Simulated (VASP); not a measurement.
# Sb (Im-3m) in VASP: notebook

Sb is run at these levels: PBEsol, LDA; tasks: single point.

All numbers are computed with VASP 6.6.1; they aren't measurements. Logs are shortened: lines on timing, memory, paths and dates and some standing lists are left out, and cuts for length are marked.

## (1) The cell of the first run

Symmetry: Im-3m, No. 229, cubic system. Conventional cell: a = 3.743 Å, b = 3.743 Å, c = 3.743 Å, α = 90.00°, β = 90.00°, γ = 90.00°. Sb (site symmetry m-3m) has 14 Sb at 3.24 to 3.74 Å within 4.3 Å.

## (2) Single point, PBEsol

Contents of INCAR:

```
SYSTEM = Sb
PREC     = Accurate       ! precision mode
ENCUT    = 520            ! plane-wave cutoff, eV
EDIFF    = 1E-6           ! SCF threshold, eV
ISMEAR   = -1             ! smearing method
SIGMA    = 0.05           ! smearing width, eV
LREAL    = .FALSE.        ! projectors in reciprocal space
LASPH    = .TRUE.         ! aspherical terms in the spheres
NELM     = 100            ! most SCF steps
ALGO     = Normal         ! electronic algorithm
ISIF     = 2              ! what is computed and relaxed
LWAVE    = .FALSE.        ! write WAVECAR
LCHARG   = .FALSE.        ! write CHGCAR
GGA      = PS             ! functional
NBANDS   = 8              ! bands
```

Contents of KPOINTS:

```
regular mesh
0
G
  8 8 8
  0 0 0
```

Contents of POSCAR:

```
Sb
1.0
   -1.8713408863      1.8713408863      1.8713408863
    1.8713408863     -1.8713408863      1.8713408863
    1.8713408863      1.8713408863     -1.8713408863
Sb
1
Direct
    0.0000000000      0.0000000000      0.0000000000
```

Potentials or basis: VASP PAW PBE potentials, release 64 (Sb).

The run is started by

```bash
> cat potpaw_PBE.64/Sb/POTCAR > POTCAR
> mpirun -np 1 vasp_std > vasp.out
```

OUTCAR:

```text
SYSTEM = Sb
   PREC = Accurate
   ENCUT = 520
   EDIFF = 1E-6
   ISMEAR = -1
   LREAL = .FALSE.
   LASPH = .TRUE.
   NELM = 100
   ISIF = 2
   GGA = PS

 ion  position               nearest neighbor table
   1  0.000  0.000  0.000-

  LATTYP: Found a body centered cubic cell.
 ALAT       =     3.7426817726

  Lattice vectors:

 A1 = (  -1.8713408863,   1.8713408863,   1.8713408863)
 A2 = (   1.8713408863,  -1.8713408863,   1.8713408863)
 A3 = (   1.8713408863,   1.8713408863,  -1.8713408863)

Analysis of symmetry for initial positions (statically):
=====================================================================
 Subroutine PRICEL returns:
 Original cell was already a primitive cell.

 Routine SETGRP: Setting up the symmetry group for a
 body centered cubic supercell.

 Subroutine GETGRP returns: Found 48 space group operations
 (whereof 48 operations were pure point group operations)
 out of a pool of 48 trial point group operations.

The static configuration has the point symmetry O_h .

Analysis of symmetry for dynamics (positions and initial velocities):
=====================================================================
 Subroutine PRICEL returns:
 Original cell was already a primitive cell.

 Routine SETGRP: Setting up the symmetry group for a
 body centered cubic supercell.

 Subroutine GETGRP returns: Found 48 space group operations
 (whereof 48 operations were pure point group operations)
 out of a pool of 48 trial point group operations.

The dynamic configuration has the point symmetry O_h .

 Subroutine INISYM returns: Found 48 space group operations
 (whereof 48 operations are pure point group operations),
 and found     1 'primitive' translations

----------------------------------------------------------------------------------------

                                     Primitive cell

  volume of cell :      26.2131

  direct lattice vectors                    reciprocal lattice vectors
    -1.871340886  1.871340886  1.871340886     0.000000000  0.267188092  0.267188092
     1.871340886 -1.871340886  1.871340886     0.267188092  0.000000000  0.267188092
     1.871340886  1.871340886 -1.871340886     0.267188092  0.267188092  0.000000000

  length of vectors
     3.241257493  3.241257493  3.241257493     0.377861023  0.377861023  0.377861023

  position of ions in fractional coordinates (direct lattice)
     0.000000000  0.000000000  0.000000000

  ion indices of the primitive-cell ions
   primitive index   ion index
                 1           1

----------------------------------------------------------------------------------------

 KPOINTS: regular mesh

Automatic generation of k-mesh.
 Grid dimensions read from file:
 generate k-points for:    8    8    8

 Generating k-lattice:

  Cartesian coordinates                     Fractional coordinates (reciprocal lattice)
     0.000000000  0.033398511  0.033398511     0.125000000  0.000000000  0.000000000
     0.033398511  0.000000000  0.033398511     0.000000000  0.125000000  0.000000000
     0.033398511  0.033398511  0.000000000     0.000000000  0.000000000  0.125000000

  Length of vectors
     0.047232628  0.047232628  0.047232628

  Shift w.r.t. Gamma in fractional coordinates (k-lattice)
     0.000000000  0.000000000  0.000000000

 Subroutine IBZKPT returns following result:
 ===========================================

 Found     29 irreducible k-points:

 Following reciprocal coordinates:
            Coordinates               Weight
  0.000000  0.000000  0.000000      1.000000
  0.125000  0.000000  0.000000     12.000000
  0.250000  0.000000  0.000000     12.000000
  0.375000  0.000000  0.000000     12.000000
  0.500000  0.000000  0.000000      6.000000
  0.125000  0.125000  0.000000     24.000000
[... 16 lines left out ...]
 -0.250000  0.250000  0.250000      6.000000
 -0.375000  0.375000  0.250000     24.000000
 [... further k-points ...]
   k-points           NKPTS =     29   k-points in BZ     NKDIM =     29   number of bands    NBANDS=      8
   number of dos      NEDOS =    301   number of ions     NIONS =      1
   total plane-waves  NPLWV =  13824
   dimension x,y,z NGX =    24 NGY =   24 NGZ =   24
   dimension x,y,z NGXF=    48 NGYF=   48 NGZF=   48
   ions per type =               1
   NGX,Y,Z   is equivalent  to a cutoff of  12.31, 12.31, 12.31 a.u.
   NGXF,Y,Z  is equivalent  to a cutoff of  24.62, 24.62, 24.62 a.u.
 SYSTEM =  Sb
   PREC   = accura    normal or accurate (medium, high low for compatibility)
   ISTART =      0    job   : 0-new  1-cont  2-samecut
   ICHARG =      2    charge: 1-file 2-atom 10-const
   ISPIN  =      1    spin polarized calculation?
   LNONCOLLINEAR =      F non collinear calculations
   LSORBIT =      F    spin-orbit coupling
   LASPH  =      T    aspherical Exc in radial PAW
   ENCUT  =  520.0 eV  38.22 Ry    6.18 a.u.   6.03  6.03  6.03*2*pi/ulx,y,z
   NELM   =    100;   NELMIN=  2; NELMDL= -5     # of ELM steps
   EDIFF  = 0.1E-05   stopping-criterion for ELM
   LREAL  =      F    real-space projection
   EDIFFG = 0.1E-04   stopping-criterion for IOM
   NSW    =      0    number of steps for IOM
   IBRION =     -1    ionic relax: 0-MD 1-quasi-New 2-CG
   NFREE  =      0    steps in history (QN), initial steepest desc. (CG)
   ISIF   =      2    stress and relaxation
   ISYM   =      2    0-nonsym 1-usesym 2-fastsym
   POTIM  = 0.5000    time-step for ionic-motion
   TEBEG  =    0.0;   TEEND  =   0.0 temperature during run
   PSTRESS=    0.0 pullay stress
   NELECT =       5.0000    total number of electrons
   NUPDOWN=      -1.0000    fix difference up-down
   EMIN   =  10.00;   EMAX   =-10.00  energy-range for DOS
   EFERMI =   0.00;   METHOD = LEGACY
   ISMEAR =    -1;   SIGMA  =   0.05  broadening in eV -4-tet -1-fermi 0-gaus
   EFERMI_NEDOS =   21; number of points for ismear=-14 and -15
   IALGO  =     38    algorithm
   IMIX   =      4    mixing-type and parameters
     AMIX     =   0.40;   BMIX     =  1.00
     AMIX_MAG =   1.60;   BMIX_MAG =  1.00
  volume/ion in A,a.u.               =      26.21       176.89
  Fermi-wavevector in a.u.,A,eV,Ry     =   0.942378  1.780837 12.083018  0.888077
  Thomas-Fermi vector in A             =   2.069982
   LORBIT       =      0    0 simple, 1 ext, 2 COOP (PROOUT), +10 PAW based schemes
   GGA     = PS    functional components
   LHFCALC =     F    Hartree Fock is set to
   AEXX    =    0.0000 exact exchange contribution
   IVDW    =     0    specifies the selected vdW correction
   LEPSILON=     F    determine dielectric tensor
   LRPA    =     F    only Hartree local field effects (RPA)
 non-spin polarized calculation
  energy-cutoff  :      520.00
  volume of cell :       26.21
 maximum number of plane-waves:       716
   NGX = 13   NGY = 13   NGZ = 13

 number of electron       4.9999999 magnetization

 Free energy of the ion-electron system (eV)
  ---------------------------------------------------
  ext. energy  EPLUGINS =         0.00000000
  ---------------------------------------------------
  free energy    TOTEN  =        -4.36814663 eV

  energy without entropy =       -4.36274378  energy(sigma->0) =       -4.36544521

 E-fermi :   8.5604     XC(G=0): -10.4481

 val. band max:        8.5119337839   @ k =  -0.2500   0.2500   0.1250
 cond. band min:       8.6822592583   @ k =  -0.2500   0.2500   0.2500
 fundamental gap:      0.1703254744
 Fermi energy:         8.5604067895

 k-point     1 :       0.0000    0.0000    0.0000
  band No.  band energies     occupation
      1      -4.4142      2.00000
      2      14.3492      0.00000
      3      14.3492      0.00000
      4      14.3492      0.00000
      5      19.3555      0.00000
      6      19.3555      0.00000
      7      19.3555      0.00000
      8      20.4813      0.00000

 k-point     2 :       0.1250    0.0000    0.0000
  band No.  band energies     occupation
      1      -4.0787      2.00000
      2      12.0945      0.00000
      3      13.3817      0.00000
      4      14.0545      0.00000
      5      17.7981      0.00000
      6      17.9651      0.00000
      7      19.7513      0.00000
      8      20.4125      0.00000

 k-point     3 :       0.2500    0.0000    0.0000
  band No.  band energies     occupation
      1      -3.0841      2.00000
      2       8.3094      1.98688
      3      11.8643      0.00000
      4      13.3529      0.00000
      5      16.2965      0.00000
      6      16.6711      0.00000
      7      20.0391      0.00000
      8      21.1631      0.00000

 k-point     4 :       0.3750    0.0000    0.0000
  band No.  band energies     occupation
      1      -1.5146      2.00000
      2       4.8437      2.00000
      3      10.7841      0.00000
      4      12.7141      0.00000
      5      15.4382      0.00000
      6      15.8909      0.00000
      7      21.2847      0.00000
      8      22.3680      0.00000

 k-point     5 :       0.5000    0.0000    0.0000
  band No.  band energies     occupation
      1      -0.2134      2.00000
      2       2.8875      2.00000
      3      10.4034      0.00000
      4      12.4699      0.00000
      5      15.1597      0.00000
      6      15.6314      0.00000
      7      22.5807      0.00000
      8      24.0068      0.00000
[... 177 lines left out ...]
 k-point    22 :       0.2500    0.2500    0.2500
  band No.  band energies     occupation
      1       0.8423      2.00000
      2       5.7809      2.00000
      3       5.7809      2.00000
      4       5.7809      2.00000
      5      23.7742      0.00000
      6      23.7742      0.00000
      7      23.7742      0.00000
      8      24.8320      0.00000

 k-point    23 :      -0.2500    0.2500    0.2500
  band No.  band energies     occupation
      1      -1.7767      2.00000
      2       8.6823      0.16078
      3       9.3964      0.00000
      4       9.3964      0.00000
      5      13.8679      0.00000
      6      20.9329      0.00000
      7      20.9329      0.00000
      8      21.0958      0.00000

 k-point    24 :      -0.3750    0.3750    0.2500
  band No.  band energies     occupation
      1      -0.2551      2.00000
      2       5.9793      2.00000
      3       8.3567      1.96656
      4       9.3562      0.00000
      5      13.7476      0.00000
      6      18.1866      0.00000
      7      20.2412      0.00000
      8      21.1662      0.00000

 [... further k-points ...]
[... 5 lines left out ...]
  --------------------------------------------------------------------------------------
  -------------------------------------------------------------------------------------
  Total       -0.1706296     -0.1706296     -0.1706296      0.0000000      0.0000000     -0.0000000
  in kB      -10.4290867    -10.4290867    -10.4290867      0.0000000      0.0000000     -0.0000000
  external PRESSURE =     -10.4290867 kB  Pullay stress =       0.0000000 kB

 VOLUME and BASIS-vectors are now :
 -----------------------------------------------------------------------------
  energy-cutoff  :      520.00
  volume of cell :       26.21
      direct lattice vectors                 reciprocal lattice vectors
    -1.871340886  1.871340886  1.871340886     0.000000000  0.267188092  0.267188092
     1.871340886 -1.871340886  1.871340886     0.267188092  0.000000000  0.267188092
     1.871340886  1.871340886 -1.871340886     0.267188092  0.267188092  0.000000000

 POSITION                                       TOTAL-FORCE (eV/Angst)
 -----------------------------------------------------------------------------------
      0.00000      0.00000      0.00000        -0.000000      0.000000     -0.000000
 -----------------------------------------------------------------------------------
    total drift:                                0.000000     -0.000000     -0.000000

  FREE ENERGIE OF THE ION-ELECTRON SYSTEM (eV)
  ---------------------------------------------------
  free  energy   TOTEN  =        -4.3681466348 eV

  energy  without entropy=       -4.3627437830  energy(sigma->0) =       -4.36544521
```

Wall time 2.9 s (1 thread of Intel Xeon 6975P-C, shared host); peak memory 0.14 GiB.

Results:

```
Free energy : -4.3681 eV
Pressure    : -1.0 GPa
```

Caveat: the PAW data sets were made with another functional, which shifts forces and pressure a little; spin-orbit coupling is left out, which moves the levels of the heavy elements.

## (3) Single point, LDA

This run uses another cell than the first one, of 24.64 Å³/atom, 0.940 times its volume.

Contents of INCAR:

```
PREC = Accurate ; ENCUT = 520
EDIFF = 1E-6 ; ISMEAR = -1
SIGMA = 0.05 ; LREAL = False
LASPH = True ; NELM = 100
ALGO = Normal ; ISIF = 2
LWAVE = False ; LCHARG = False
GGA = CA ; NBANDS = 8
```

Contents of KPOINTS:

```
regular mesh
0
Gamma
  10 10 10
```

Contents of POSCAR:

```
Sb
1.0
   -1.8331395369      1.8331395369      1.8331395369
    1.8331395369     -1.8331395369      1.8331395369
    1.8331395369      1.8331395369     -1.8331395369
Sb
1
Direct
    0.0000000000      0.0000000000      0.0000000000
```

Potentials or basis: VASP PAW LDA potentials, release 64 (Sb).

The run is started by

```bash
> cat potpaw_LDA.64/Sb/POTCAR > POTCAR
> mpirun -np 1 vasp_std > vasp.out
```

It took 4 s on 1 thread of Intel Xeon 6975P-C, shared host; peak memory 0.13 GiB.

Results (log left out):

```yaml
Free_energy: -4.6019 eV
Pressure: 3.5 GPa
```

Levels at points of the mesh, in eV from the Fermi level:
```csv
k point,band 1,band 2,band 3,band 4,band 5,band 6,band 7
"(0.00, 0.00, 0.00)",-13.57,6.13,6.13,6.13,10.63,10.63,10.63
"(0.50, 0.00, 0.00)",-9.01,-6.12,1.86,4.00,6.74,7.02,14.38
"(0.50, 0.50, 0.50)",-5.25,-2.19,-2.19,-2.19,2.86,2.86,16.91
```

Caveat: spin-orbit coupling is left out, which moves the levels of the heavy elements.

## (4) Single point, LDA

This run uses another cell than the first one, of 25.16 Å³/atom, 0.960 times its volume.

Contents of INCAR:

```
PREC = Accurate
ENCUT = 520
EDIFF = 1E-6
ISMEAR = -1
SIGMA = 0.05
LREAL = F
LASPH = T
NELM = 80
ALGO = Normal
ISIF = 2
LWAVE = F
LCHARG = F
GGA = CA
NBANDS = 8
```

KPOINTS is that of step 3.

Contents of POSCAR:

```
Sb
1.0
   -1.8460493956      1.8460493956      1.8460493956
    1.8460493956     -1.8460493956      1.8460493956
    1.8460493956      1.8460493956     -1.8460493956
Sb
1
Direct
    0.0000000000      0.0000000000      0.0000000000
```

The run is started by

```bash
> cat potpaw_LDA.64/Sb/POTCAR > POTCAR
> mpirun -np 1 vasp_std > vasp.out
```

It took 4.1 s on 1 thread of Intel Xeon 6975P-C, shared host; peak memory 0.13 GiB.

Results (log left out):

```yaml
Free_energy: -4.6106 eV
Pressure: 1.8 GPa
```

Levels at points of the mesh, in eV from the Fermi level:
| k point | band 1 | band 2 | band 3 | band 4 | band 5 | band 6 | band 7 | band 8 |
| --- | --- | --- | --- | --- | --- | --- | --- | --- |
| (0.00, 0.00, 0.00) | -13.39 | 5.95 | 5.95 | 5.95 | 10.56 | 10.56 | 10.56 | 11.94 |
| (0.50, 0.00, 0.00) | -8.97 | -5.98 | 1.82 | 3.93 | 6.66 | 6.99 | 14.23 | 14.85 |
| (0.50, 0.50, 0.50) | -5.35 | -2.14 | -2.14 | -2.14 | 2.91 | 2.91 | 16.81 | 16.81 |

Caveat: spin-orbit coupling is left out, which moves the levels of the heavy elements.

## (5) Single point, LDA

This run uses another cell than the first one, of 26.74 Å³/atom, 1.020 times its volume.

Contents of INCAR:

```
  PREC = Accurate
  ENCUT = 520
  EDIFF = 1E-6
  ISMEAR = -1
  SIGMA = 0.05
  LREAL = F
  LASPH = T
  NELM = 100
  ALGO = Normal
  ISIF = 2
  LWAVE = F
  LCHARG = T
  GGA = CA
  LELF = T
  LVHAR = T
  NBANDS = 8
```

KPOINTS is that of step 4.

Contents of POSCAR:

```
Sb
1.0
   -1.8837342335      1.8837342335      1.8837342335
    1.8837342335     -1.8837342335      1.8837342335
    1.8837342335      1.8837342335     -1.8837342335
Sb
1
Direct
    0.0000000000      0.0000000000      0.0000000000
```

The run is started by

```bash
> cat potpaw_LDA.64/Sb/POTCAR > POTCAR
> mpirun -np 1 vasp_std > vasp.out
```

It took 5 s on 1 thread of Intel Xeon 6975P-C, shared host; peak memory 0.13 GiB.

It converged, with:

* Free energy: -4.6068 eV
* Pressure: -2.4 GPa

Levels at points of the mesh, in eV from the Fermi level:
```tsv
k point	band 1	band 2	band 3	band 4	band 5	band 6	band 7	band 8
(0.00, 0.00, 0.00)	-12.89	5.47	5.47	5.47	10.35	10.35	10.35	11.89
(0.50, 0.00, 0.00)	-8.85	-5.59	1.68	3.73	6.45	6.92	13.82	14.50
(0.50, 0.50, 0.50)	-5.64	-1.99	-1.99	-1.99	3.04	3.04	16.50	16.50
```

Caveat: spin-orbit coupling is left out, which moves the levels of the heavy elements.

(Continued in part 2 of 2.)
